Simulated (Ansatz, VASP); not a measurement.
ScIr2: VASP beside Ansatz

INCAR

```
  ALGO = Normal
  EDIFF = 1E-6
  ENCUT = 560
  GGA_COMPAT = False
  ISIF = 2
  ISMEAR = 0
  LASPH = True
  LCHARG = False
  LREAL = False
  LWAVE = False
  NBANDS = 54
  NELM = 120
  PREC = Accurate
  SIGMA = 0.1
```

The input KPOINTS:

```
k-points
0
Gamma
  6 6 6
```

Contents of POSCAR:

```
ScIr2
1.0
    0.0000000000      3.6074876009      3.6074876009
    3.6074876009      0.0000000000      3.6074876009
    3.6074876009      3.6074876009      0.0000000000
Sc Ir
2 4
Direct
    0.0000000000      0.0000000000      0.0000000000
    0.2500000000      0.2500000000      0.2500000000
    0.6250000000      0.6250000000      0.6250000000
    0.1250000000      0.6250000000      0.6250000000
    0.6250000000      0.6250000000      0.1250000000
    0.6250000000      0.1250000000      0.6250000000
```

Input for Ansatz:

```yaml
crystal:
  lattice:
    - [0.0, 3.6074876009068917, 3.6074876009068917]
    - [3.6074876009068917, 0.0, 3.6074876009068917]
    - [3.6074876009068917, 3.6074876009068917, 0.0]
  atoms:
    - { symbol: Sc, position: [0.0, 0.0, 0.0] }
    - { symbol: Sc, position: [0.25, 0.25, 0.25] }
    - { symbol: Ir, position: [0.625, 0.625, 0.625] }
    - { symbol: Ir, position: [0.125, 0.625, 0.625] }
    - { symbol: Ir, position: [0.625, 0.625, 0.125] }
    - { symbol: Ir, position: [0.625, 0.125, 0.625] }
basis:
  ecutwfc: 510.0
kpoints:
  mp_grid:
    grid: [6, 6, 6]
hamiltonian:
  xc: lda
scf:
  max_iter: 80
  convergence:
    dr2_threshold: 1.0e-09
  occupations:
    method: gaussian
    width: 0.1
output:
  stress: true
```

Alike in both runs: task single point; functional LDA; k mesh 6 × 6 × 6; occupations gaussian, width 0.1 eV; no spin polarisation.

|  | VASP | Ansatz |
| --- | --- | --- |
| version | VASP 6.6.1 | Ansatz 0.2.0 |
| potentials or method | VASP PAW LDA potentials, release 64 (Sc_sv, Ir_sv_GW), cutoff 560 eV | plane waves, PAW |
| valence electrons in the cell | 90 | 90 |

```tsv
	VASP	Ansatz	Ansatz less VASP
pressure (GPa)	6.7	6.7	0.00
```

LDA's correlation is that of Perdew and Zunger in VASP and of Perdew and Wang (1992) in Ansatz. Ansatz's warnings: stress scf threshold loose.

Spin-orbit coupling is off throughout.
